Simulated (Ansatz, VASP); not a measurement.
Two plane-wave programs on C

Contents of INCAR:

```
SYSTEM = C
  PREC = Accurate
  ENCUT = 520
  EDIFF = 1E-6
  ISMEAR = 0
  SIGMA = 0.15
  LREAL = .False.
  LASPH = .True.
  NELM = 100
  ALGO = Normal
  ISIF = 2
  LWAVE = .False.
  LCHARG = .True.
  GGA = PS
  IVDW = 12
  LELF = .True.
  LVHAR = .True.
  NBANDS = 11
```

File KPOINTS:

```
regular mesh
0
Gamma
  21 21 12
  0 0 0
```

POSCAR

```
C
1.0
    2.4576582469      0.0000000000      0.0000000000
   -1.2288291235      2.1283944757      0.0000000000
    0.0000000000      0.0000000000      3.5294822413
C
2
Direct
    0.3380317105      0.6760634210      0.0000000000
    0.6619682895      0.3239365790      0.0000000000
```

Input for Ansatz:

```yaml
crystal:
  lattice:
    - [2.4576582469, 0.0, 0.0]
    - [-1.2288291235, 2.1283944757, 0.0]
    - [0.0, 0.0, 3.5294822413]
  atoms:
    - { symbol: C, position: [0.3380317105, 0.676063421, 0.0] }
    - { symbol: C, position: [0.6619682895, 0.323936579, 0.0] }
basis:
  ecutwfc: 520.0
kpoints:
  mp_grid: { grid: [21, 21, 12] }
hamiltonian:
  xc: pbesol
  pseudopotentials: { kind: paw, azcp: { folder: soft_1 } }
  dispersion: d3bj
scf:
  occupations: { method: gaussian, width: 0.15 }
output:
  forces: true
  stress: true
  eigenvalues: true
```

Change from the starting cell: mode 6 frozen in at +0.020 Å, equal normal strain along x, y and z +0.0000.

Alike in both runs: task single point; functional PBEsol; dispersion D3(BJ); k mesh 21 × 21 × 12; occupations gaussian, width 0.15 eV; no spin polarisation.

```csv
,VASP,Ansatz
version,VASP 6.6.1,Ansatz 0.2.0
potentials or method,"VASP PAW PBE potentials, release 64 (C), cutoff 520 eV","scalar-relativistic, plane waves, PAW"
valence electrons in the cell,8,8
```

|  | VASP | Ansatz | Ansatz less VASP |
| --- | --- | --- | --- |
| gap on the k mesh at the Fermi level (eV) | none | none | - |
| pressure (GPa) | 1.4 | 0.7 | -0.68 |
| traceless stress, the component that is largest in VASP (GPa) | 5.51 | 5.03 | -0.474 |
| rms of the force components (eV/Å) | 1.344 | 1.341 | -0.0030 |

VASP's potentials were made for PBE, not for PBEsol, and Ansatz warns of the same on its side. Atom by atom the forces differ by 0.003 eV/Å (rms over components). A gap of «none» marks a metal or a gap that the smearing closes.
